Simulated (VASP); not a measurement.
Here is a VASP 6.6.1 calculation.

File POSCAR:

```
TiO2
1.0
   -1.9077877987      1.9077877987      4.8396326517
    1.9077877987     -1.9077877987      4.8396326517
    1.9077877987      1.9077877987     -4.8396326517
Ti O
2 4
Direct
    0.7500000000      0.2500000000      0.5000000000
    0.0000000000      0.0000000000      0.0000000000
    0.5439105238      0.0439105238      0.5000000000
    0.7939105238      0.7939105238      0.0000000000
    0.2060894762      0.2060894762      0.0000000000
    0.9560894762      0.4560894762      0.5000000000
```

INCAR.step1

```
SYSTEM = TiO2
ALGO = Normal
EDIFF = 1E-4
ENCUT = 520
GGA = PE
ISMEAR = 0
LASPH = .True.
LCHARG = .False.
LREAL = .False.
LWAVE = .True.
NBANDS = 33
NELM = 80
PREC = Accurate
SIGMA = 0.01
```

File INCAR.step2:

```
SYSTEM = TiO2
ALGO = Normal
EDIFF = 1E-6
ENCUT = 520
ISIF = 2
ISMEAR = 0
ISTART = 1
LASPH = .True.
LCHARG = .True.
LELF = .True.
LMIXTAU = .True.
LREAL = .False.
LVHAR = .True.
LWAVE = .False.
METAGGA = R2SCAN
NBANDS = 33
NELM = 80
PREC = Accurate
SIGMA = 0.01
```

File KPOINTS:

```
k-points
0
Gamma
  10 10 10
  0 0 0
```

Potentials or basis: VASP PAW PBE potentials, release 64 (Ti_sv, O).

The run is started by

```sh
$ cat potpaw_PBE.64/Ti_sv/POTCAR potpaw_PBE.64/O/POTCAR > POTCAR
$ cp INCAR.step1 INCAR
$ mpirun -np 1 vasp_std > vasp.out
$ cp INCAR.step2 INCAR
$ mpirun -np 1 vasp_std > vasp.out
```

Problem. Predict the pressure.

Solution. -4.7 GPa.

Problem. Predict the largest force.

Solution. 0.032 eV/Å.

Problem. Predict the band gap on the k mesh.

Solution. 2.52 eV (least direct gap 2.82 eV).

Forces in eV/Å, atoms in the order of the input:
```
Ti   0.000  0.000  0.000
Ti   0.000  0.000  0.000
O    0.000  0.000 -0.032
O    0.000  0.000 -0.032
O    0.000  0.000  0.032
O    0.000  0.000  0.032
```

Caveat: the cell differs from its parent crystal (strain +1.0%); the cell stands under tension; the PAW data sets were made with another functional, which shifts forces and pressure a little. A k mesh can miss the band edges.
